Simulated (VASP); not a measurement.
# BaO (I4mm) in VASP: single point with PBE

Aim: the single point of BaO with PBE.

Everything below comes from runs of VASP 6.6.1. Logs are shortened: lines on timing, memory, paths and dates and some standing lists are left out, and cuts for length are marked.

## Step 1: The cell of the first run

The structure is tetragonal, space group I4mm (No. 107). Conventional cell: a = 3.960 Å, b = 3.960 Å, c = 5.600 Å, α = 90.00°, β = 90.00°, γ = 90.00°. Ba (site symmetry 4mm) has 6 O at 2.76 to 2.84 Å within 3.6 Å. O (site symmetry 4mm) has 6 Ba at 2.76 to 2.84 Å within 3.6 Å.

## Step 2: Single point, PBE

Input file INCAR:

```
ALGO = Normal
EDIFF = 1E-6
ENCUT = 600
GGA = PE
GGA_COMPAT = False
ISIF = 2
ISMEAR = 0
LASPH = True
LCHARG = False
LREAL = False
LWAVE = False
NBANDS = 15
NELM = 120
PREC = Accurate
SIGMA = 0.01
```

Input file KPOINTS:

```
k-points
0
Gamma
  6 6 6
```

Input file POSCAR:

```
BaO
1.0
    0.0000000000      2.8000000000      2.8000000000
    2.8000000000      0.0000000000      2.8000000000
    2.8000000000      2.8000000000      0.0000000000
Ba O
1 1
Direct
    0.0007801537     -0.0007801537     -0.0007801537
    0.4933035714      0.5066964286      0.5066964286
```

Potentials or basis: VASP PAW PBE potentials, release 64 (Ba_sv, O).

Started as:

```sh
cat potpaw_PBE.64/Ba_sv/POTCAR potpaw_PBE.64/O/POTCAR > POTCAR
mpirun -np 1 vasp_std > vasp.out
```

OUTCAR:

```text
EDIFF = 1E-6
   ENCUT = 600
   GGA = PE
   ISIF = 2
   ISMEAR = 0
   LASPH = True
   LREAL = False
   NELM = 120
   PREC = Accurate

 ion  position               nearest neighbor table
   1  0.001  0.999  0.999-   2 2.76   2 2.80   2 2.80   2 2.80   2 2.80   2 2.84
   2  0.493  0.507  0.507-   1 2.76   1 2.80   1 2.80   1 2.80   1 2.80   1 2.84

  LATTYP: Found a face centered cubic cell.
 ALAT       =     5.6000000000

  Lattice vectors:

 A1 = (   0.0000000000,   2.8000000000,   2.8000000000)
 A2 = (   2.8000000000,   0.0000000000,   2.8000000000)
 A3 = (   2.8000000000,   2.8000000000,   0.0000000000)

Analysis of symmetry for initial positions (statically):
=====================================================================
 Subroutine PRICEL returns:
 Original cell was already a primitive cell.

 Routine SETGRP: Setting up the symmetry group for a
 face centered cubic supercell.

 Subroutine GETGRP returns: Found  8 space group operations
 (whereof  8 operations were pure point group operations)
 out of a pool of 48 trial point group operations.

The static configuration has the point symmetry C_4v.

Analysis of symmetry for dynamics (positions and initial velocities):
=====================================================================
 Subroutine PRICEL returns:
 Original cell was already a primitive cell.

 Routine SETGRP: Setting up the symmetry group for a
 face centered cubic supercell.

 Subroutine GETGRP returns: Found  8 space group operations
 (whereof  8 operations were pure point group operations)
 out of a pool of 48 trial point group operations.

The dynamic configuration has the point symmetry C_4v.

 Subroutine INISYM returns: Found  8 space group operations
 (whereof  8 operations are pure point group operations),
 and found     1 'primitive' translations

----------------------------------------------------------------------------------------

                                     Primitive cell

  volume of cell :      43.9040

  direct lattice vectors                    reciprocal lattice vectors
     0.000000000  2.800000000  2.800000000    -0.178571429  0.178571429  0.178571429
     2.800000000  0.000000000  2.800000000     0.178571429 -0.178571429  0.178571429
     2.800000000  2.800000000  0.000000000     0.178571429  0.178571429 -0.178571429

  length of vectors
     3.959797975  3.959797975  3.959797975     0.309294787  0.309294787  0.309294787

  position of ions in fractional coordinates (direct lattice)
     0.000780154  0.999219846  0.999219846
     0.493303571  0.506696429  0.506696429

  ion indices of the primitive-cell ions
   primitive index   ion index
                 1           1
                 2           2

----------------------------------------------------------------------------------------

 KPOINTS: k-points

Automatic generation of k-mesh.
 Grid dimensions read from file:
 generate k-points for:    6    6    6

 Generating k-lattice:

  Cartesian coordinates                     Fractional coordinates (reciprocal lattice)
    -0.029761905  0.029761905  0.029761905     0.166666667  0.000000000  0.000000000
     0.029761905 -0.029761905  0.029761905     0.000000000  0.166666667  0.000000000
     0.029761905  0.029761905 -0.029761905     0.000000000  0.000000000  0.166666667

  Length of vectors
     0.051549131  0.051549131  0.051549131

  Shift w.r.t. Gamma in fractional coordinates (k-lattice)
     0.000000000  0.000000000  0.000000000

 Subroutine IBZKPT returns following result:
 ===========================================

 Found     30 irreducible k-points:

 Following reciprocal coordinates:
            Coordinates               Weight
  0.000000  0.000000  0.000000      1.000000
  0.166667  0.000000  0.000000      8.000000
  0.333333  0.000000  0.000000      8.000000
  0.500000  0.000000  0.000000      4.000000
  0.166667  0.166667  0.000000      4.000000
  0.000000  0.166667  0.166667      2.000000
[... 16 lines left out ...]
  0.500000  0.333333  0.166667      8.000000
  0.166667  0.500000  0.333333      8.000000
 [... further k-points ...]
   k-points           NKPTS =     30   k-points in BZ     NKDIM =     30   number of bands    NBANDS=     15
   number of dos      NEDOS =    301   number of ions     NIONS =      2
   total plane-waves  NPLWV =  32768
   dimension x,y,z NGX =    32 NGY =   32 NGZ =   32
   dimension x,y,z NGXF=    64 NGYF=   64 NGZF=   64
   ions per type =               1   1
   NGX,Y,Z   is equivalent  to a cutoff of  13.43, 13.43, 13.43 a.u.
   NGXF,Y,Z  is equivalent  to a cutoff of  26.87, 26.87, 26.87 a.u.
 SYSTEM =  unknown system
   PREC   = accura    normal or accurate (medium, high low for compatibility)
   ISTART =      0    job   : 0-new  1-cont  2-samecut
   ICHARG =      2    charge: 1-file 2-atom 10-const
   ISPIN  =      1    spin polarized calculation?
   LNONCOLLINEAR =      F non collinear calculations
   LSORBIT =      F    spin-orbit coupling
   LASPH  =      T    aspherical Exc in radial PAW
   ENCUT  =  600.0 eV  44.10 Ry    6.64 a.u.   7.91  7.91  7.91*2*pi/ulx,y,z
   NELM   =    120;   NELMIN=  2; NELMDL= -5     # of ELM steps
   EDIFF  = 0.1E-05   stopping-criterion for ELM
   LREAL  =      F    real-space projection
   EDIFFG = 0.1E-04   stopping-criterion for IOM
   NSW    =      0    number of steps for IOM
   IBRION =     -1    ionic relax: 0-MD 1-quasi-New 2-CG
   NFREE  =      0    steps in history (QN), initial steepest desc. (CG)
   ISIF   =      2    stress and relaxation
   ISYM   =      2    0-nonsym 1-usesym 2-fastsym
   POTIM  = 0.5000    time-step for ionic-motion
   TEBEG  =    0.0;   TEEND  =   0.0 temperature during run
   PSTRESS=    0.0 pullay stress
   NELECT =      16.0000    total number of electrons
   NUPDOWN=      -1.0000    fix difference up-down
   EMIN   =  10.00;   EMAX   =-10.00  energy-range for DOS
   EFERMI =   0.00;   METHOD = LEGACY
   ISMEAR =     0;   SIGMA  =   0.01  broadening in eV -4-tet -1-fermi 0-gaus
   EFERMI_NEDOS =   21; number of points for ismear=-14 and -15
   IALGO  =     38    algorithm
   IMIX   =      4    mixing-type and parameters
     AMIX     =   0.40;   BMIX     =  1.00
     AMIX_MAG =   1.60;   BMIX_MAG =  1.00
  volume/ion in A,a.u.               =      21.95       148.14
  Fermi-wavevector in a.u.,A,eV,Ry     =   1.169356  2.209763 18.604521  1.367394
  Thomas-Fermi vector in A             =   2.305830
   LORBIT       =      0    0 simple, 1 ext, 2 COOP (PROOUT), +10 PAW based schemes
   GGA     = PE    functional components
   LHFCALC =     F    Hartree Fock is set to
   AEXX    =    0.0000 exact exchange contribution
   IVDW    =     0    specifies the selected vdW correction
   LEPSILON=     F    determine dielectric tensor
   LRPA    =     F    only Hartree local field effects (RPA)
 non-spin polarized calculation
 Gauss-broadening in eV      SIGMA  =   0.01
  energy-cutoff  :      600.00
  volume of cell :       43.90
 maximum number of plane-waves:      1484
   NGX = 15   NGY = 15   NGZ = 15

 number of electron      15.9999997 magnetization

 Free energy of the ion-electron system (eV)
  ---------------------------------------------------
  ext. energy  EPLUGINS =         0.00000000
  ---------------------------------------------------
  free energy    TOTEN  =       -11.81034521 eV

  energy without entropy =      -11.81034521  energy(sigma->0) =      -11.81034521

 E-fermi :   1.7547     XC(G=0):  -9.4686

 val. band max:        1.6527198471   @ k =   0.0000   0.5000   0.5000
 cond. band min:       3.7326783334   @ k =   0.0000   0.5000   0.5000
 fundamental gap:      2.0799584863
 Fermi energy:         1.7546630625

 k-point     1 :       0.0000    0.0000    0.0000
  band No.  band energies     occupation
      1     -24.2630      2.00000
      2     -13.2710      2.00000
      3      -8.8363      2.00000
      4      -8.8363      2.00000
      5      -8.8356      2.00000
      6       1.3871      2.00000
      7       1.3871      2.00000
      8       1.3887      2.00000
      9       5.0590      0.00000
     10       6.3510      0.00000
     11       6.3565      0.00000
     12       6.3565      0.00000
     13       8.5350      0.00000
     14       8.5434      0.00000
     15      11.5984      0.00000

 k-point     2 :       0.1667    0.0000    0.0000
  band No.  band energies     occupation
      1     -24.2091      2.00000
      2     -13.4325      2.00000
      3      -8.8987      2.00000
      4      -8.8655      2.00000
      5      -8.8601      2.00000
      6       0.8580      2.00000
      7       1.0763      2.00000
      8       1.0815      2.00000
      9       5.9970      0.00000
     10       6.3109      0.00000
     11       6.8384      0.00000
     12       6.8397      0.00000
     13       9.1792      0.00000
     14       9.1873      0.00000
     15      13.1362      0.00000

 k-point     3 :       0.3333    0.0000    0.0000
  band No.  band energies     occupation
      1     -24.0978      2.00000
      2     -13.7566      2.00000
      3      -8.9990      2.00000
      4      -8.9221      2.00000
      5      -8.9203      2.00000
      6       0.0973      2.00000
      7       0.5495      2.00000
      8       0.5524      2.00000
      9       6.2660      0.00000
     10       7.9968      0.00000
     11       7.9994      0.00000
     12       8.3673      0.00000
     13      10.6291      0.00000
     14      10.6383      0.00000
     15      15.2319      0.00000
[... 343 lines left out ...]
 k-point    23 :       0.5000    0.3333    0.1667
  band No.  band energies     occupation
      1     -24.0292      2.00000
      2     -13.6652      2.00000
      3      -9.4602      2.00000
      4      -9.3940      2.00000
      5      -8.9715      2.00000
      6       0.5118      2.00000
      7       0.7256      2.00000
      8       1.3628      2.00000
      9       5.3402      0.00000
     10       7.6319      0.00000
     11       8.6550      0.00000
     12       9.4124      0.00000
     13      10.7242      0.00000
     14      12.4215      0.00000
     15      14.2818      0.00000

 k-point    24 :       0.1667    0.5000    0.3333
  band No.  band energies     occupation
      1     -24.0291      2.00000
      2     -13.6661      2.00000
      3      -9.4407      2.00000
      4      -9.4116      2.00000
      5      -8.9722      2.00000
      6       0.5136      2.00000
      7       0.7278      2.00000
      8       1.3582      2.00000
      9       5.3413      0.00000
     10       7.6290      0.00000
     11       8.6644      0.00000
     12       9.4071      0.00000
     13      10.7191      0.00000
     14      12.4236      0.00000
     15      14.2858      0.00000

 [... further k-points ...]

------------------------ aborting loop because EDIFF is reached ----------------------------------------

  FORCE on cell =-STRESS in cart. coord.  units (eV):
  Direction    XX          YY          ZZ          XY          YZ          ZX
  --------------------------------------------------------------------------------------
  -------------------------------------------------------------------------------------
  Total        0.1569049      0.1283535      0.1283535      0.0000000      0.0000000      0.0000000
  in kB        5.7258914      4.6839716      4.6839716      0.0000000      0.0000000      0.0000000
  external PRESSURE =       5.0312782 kB  Pullay stress =       0.0000000 kB

 VOLUME and BASIS-vectors are now :
 -----------------------------------------------------------------------------
  energy-cutoff  :      600.00
  volume of cell :       43.90
      direct lattice vectors                 reciprocal lattice vectors
     0.000000000  2.800000000  2.800000000    -0.178571429  0.178571429  0.178571429
     2.800000000  0.000000000  2.800000000     0.178571429 -0.178571429  0.178571429
     2.800000000  2.800000000  0.000000000     0.178571429  0.178571429 -0.178571429

 POSITION                                       TOTAL-FORCE (eV/Angst)
 -----------------------------------------------------------------------------------
      5.59563      2.80000      2.80000         0.021874      0.000000      0.000000
      2.83750      2.80000      2.80000        -0.021874      0.000000      0.000000
 -----------------------------------------------------------------------------------
    total drift:                               -0.000128      0.000000      0.000000

  FREE ENERGIE OF THE ION-ELECTRON SYSTEM (eV)
  ---------------------------------------------------
  free  energy   TOTEN  =       -11.8103452092 eV

  energy  without entropy=      -11.8103452092  energy(sigma->0) =      -11.81034521
```

Run time: 7.9 s. Hardware: 1 thread of Intel Xeon 6975P-C (Granite Rapids), shared host; peak memory 0.18 GiB.

Results:

| Quantity | Value |
| --- | --- |
| Free energy | -11.8103 eV |
| Pressure | 0.5 GPa |
| Largest force | 0.022 eV/Å |
| Band gap on the k mesh | 2.08 eV |

Forces in eV/Å, atoms in the order of the input:
```
Ba   0.022  0.000  0.000
O   -0.022  0.000  0.000
```

Levels at points of the mesh, in eV from the valence-band top:
```
           k point  band 6  band 7  band 8  band 9  band 10  band 11
(0.00, 0.00, 0.00)   -0.27   -0.27   -0.26    3.41     4.70     4.70
(0.50, 0.00, 0.00)   -1.87   -1.33   -1.33    4.89     7.05     7.06
(0.50, 0.50, 0.00)   -0.12   -0.11    0.00    2.09     5.84     8.74
(0.00, 0.50, 0.50)   -0.11   -0.11    0.00    2.08     5.84     8.74
```

Caveat: spin-orbit coupling is left out, which moves the levels of the heavy elements. A k mesh can miss the band edges.
